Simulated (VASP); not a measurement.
Wanted: the native input for a VASP 6.6.1 run.

* Task: single point
* Functional: PBE
* Potentials or basis: VASP PAW PBE potentials, release 64 (Ta_pv, N)
* Cutoff: 600 eV
* k mesh: 6 × 6 × 9
* Occupations: methfessel-paxton, width 0.1 eV
* Spin: no spin polarisation
* Dipole correction: no
* Further INCAR settings: ALGO = Normal; EDIFF = 1e-06; NBANDS = 33

The structure of TaN lies in POSCAR:

```
TaN
1.0
    5.2431516805      0.0000000000      0.0000000000
   -2.6215758402      4.5407025512      0.0000000000
    0.0000000000      0.0000000000      2.9372153895
Ta N
3 3
Direct
    0.0000000000      0.0000000000      0.0000000000
    0.3333333333      0.6666666667      0.5000000000
    0.6666666667      0.3333333333      0.5000000000
    0.5000000000      0.0000000000      0.0000000000
    0.0000000000      0.5000000000      0.0000000000
    0.5000000000      0.5000000000      0.0000000000
```

These files were run (other wordings do the same):

INCAR

```
SYSTEM = TaN
ALGO     = Normal         ! electronic algorithm
EDIFF    = 1E-6           ! SCF threshold, eV
ENCUT    = 600            ! plane-wave cutoff, eV
GGA      = PE             ! functional
GGA_COMPAT= .FALSE.      
ISIF     = 2              ! what is computed and relaxed
ISMEAR   = 1              ! smearing method
LASPH    = .TRUE.         ! aspherical terms in the spheres
LCHARG   = .TRUE.         ! write CHGCAR
LELF     = .TRUE.         ! ELF
LREAL    = .FALSE.        ! projectors in reciprocal space
LVHAR    = .TRUE.       
LWAVE    = .FALSE.        ! write WAVECAR
NBANDS   = 33             ! bands
NELM     = 120            ! most SCF steps
PREC     = Accurate       ! precision mode
SIGMA    = 0.1            ! smearing width, eV
```

KPOINTS

```
k-points
0
G
  6 6 9
  0 0 0
```

Potentials or basis: VASP PAW PBE potentials, release 64 (Ta_pv, N).

Command:

```console
$ cat potpaw_PBE.64/Ta_pv/POTCAR potpaw_PBE.64/N/POTCAR > POTCAR
$ mpirun -np 1 vasp_std > vasp.out
```

Results of the run:

```json
{
 "Pressure": "0.6 GPa",
 "Band gap on the k mesh": "zero (band 24 reaches 8.65 eV, above the bottom of band 25 at 6.69 eV)"
}
```

Caveat: spin-orbit coupling is left out, which moves the levels of the heavy elements.

Run time: 38 s on 1 thread of Intel(R) Xeon(R) 6975P-C (Granite Rapids), with other jobs on the host, peak memory 0.24 GiB.
